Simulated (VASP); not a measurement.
Crystal: BN.

```xyz
2
Lattice="1.2427 0.7175 3.3503 -1.2427 0.7175 3.3503 0.0000 -1.4350 3.3503" Properties=species:S:1:pos:R:3 pbc="T T T"
N     0.0000    0.0000    6.7063
B     0.0000    0.0000    0.0033
```

This cell differs from its parent crystal: volume scaled by 0.98.

Base run:

```yaml
Program: VASP 6.6.1
Functional: PBEsol
Potentials_or_basis: VASP PAW PBE potentials, release 64 (N, B)
Cutoff: 520 eV
k_mesh: 12 × 12 × 12
Occupations: fermi-dirac, width 0.05 eV
Spin: no spin polarisation
```

Its results: band gap on the k mesh 4.20 eV, indirect (least direct gap 4.68 eV); pressure 6.1 GPa.

The run is repeated on the same cell with these changes: functional from PBEsol to PBE0; k mesh from 12 × 12 × 12 to 6 × 6 × 6. What comes out?

Band gap on the k mesh 6.35 eV, indirect (least direct gap 6.92 eV); pressure 3.9 GPa.

Several settings changed at once, so the effect can't be laid on one alone.

Caveats: some runs use coarse meshes; the PAW data sets were made with another functional, which shifts forces and pressure a little.

A k mesh can miss the band edges.
